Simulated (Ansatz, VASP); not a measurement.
One calculation of ZnS, two programs

POSCAR

```
ZnS
1.0
    3.8067217484      0.0000000000      0.0000000000
   -1.9033608742      3.2967177392      0.0000000000
    0.0000000000      0.0000000000      6.2457351519
Zn S
2 2
Direct
    0.3333333333      0.6666666667      0.0053880718
    0.6666666667      0.3333333333      0.5053880718
    0.2742273585      0.6075606918      0.3796119282
    0.6666666667      0.3333333333      0.8796119282
```

File INCAR.step1:

```
PREC     = Accurate       # precision mode
ENCUT    = 520            # plane-wave cutoff, eV
ISMEAR   = 0              # smearing method
SIGMA    = 0.05           # smearing width, eV
LREAL    = F              # projectors in reciprocal space
LASPH    = T              # aspherical terms in the spheres
NELM     = 80             # most SCF steps
NBANDS   = 26             # bands
GGA      = PE             # functional
ALGO     = Normal         # electronic algorithm
EDIFF    = 1E-4           # SCF threshold, eV
LWAVE    = T              # write WAVECAR
LCHARG   = F              # write CHGCAR
```

INCAR.step2

```
PREC     = Accurate       # precision mode
ENCUT    = 520            # plane-wave cutoff, eV
EDIFF    = 1E-7           # SCF threshold, eV
ISMEAR   = 0              # smearing method
SIGMA    = 0.05           # smearing width, eV
LREAL    = F              # projectors in reciprocal space
LASPH    = T              # aspherical terms in the spheres
NELM     = 80             # most SCF steps
ALGO     = Normal         # electronic algorithm
ISIF     = 2              # what is computed and relaxed
LWAVE    = F              # write WAVECAR
LCHARG   = F              # write CHGCAR
METAGGA  = R2SCAN         # meta-GGA
LMIXTAU  = T            
NBANDS   = 26             # bands
ISTART   = 1
```

File KPOINTS:

```
regular mesh
0
Gamma
  6 6 4
```

Input for Ansatz:

```yaml
crystal:
  lattice:
    - [3.8067217484, 0.0, 0.0]
    - [-1.9033608742, 3.2967177392, 0.0]
    - [0.0, 0.0, 6.2457351519]
  atoms:
    - { symbol: Zn, position: [0.3333333333, 0.6666666667, 0.0053880718] }
    - { symbol: Zn, position: [0.6666666667, 0.3333333333, 0.5053880718] }
    - { symbol: S, position: [0.2742273585, 0.6075606918, 0.3796119282] }
    - { symbol: S, position: [0.6666666667, 0.3333333333, 0.8796119282] }
basis:
  ecutwfc: 500
kpoints:
  mp_grid: { grid: [6, 6, 4] }
hamiltonian:
  xc: r2scan
scf:
  occupations: { method: gaussian, width: 0.05 }
output:
  forces: true
  stress: true
  eigenvalues: true
```

Alike in both runs: task single point; functional r2SCAN; k mesh 6 × 6 × 4; occupations gaussian, width 0.05 eV; no spin polarisation.

|  | VASP | Ansatz |
| --- | --- | --- |
| version | VASP 6.6.1 | Ansatz 0.2.0 |
| potentials or method | VASP PAW PBE potentials, release 64 (Zn, S), cutoff 520 eV | scalar-relativistic, plane waves, PAW |
| valence electrons in the cell | 36 | 36 |

|  | VASP | Ansatz | Ansatz less VASP |
| --- | --- | --- | --- |
| gap on the k mesh at the Fermi level (eV) | 2.76 | 2.75 | -0.010 |
| least direct gap on the mesh (eV) | 2.76 | 2.75 | -0.010 |
| pressure (GPa) | 1.0 | 0.9 | -0.07 |
| traceless stress, the component that is largest in VASP (GPa) | 2.74 | 2.71 | -0.024 |
| rms of the force components (eV/Å) | 0.668 | 0.662 | -0.0059 |

VASP's potentials were made for PBE, not for r2SCAN. Atom by atom the forces differ by 0.007 eV/Å (rms over components).
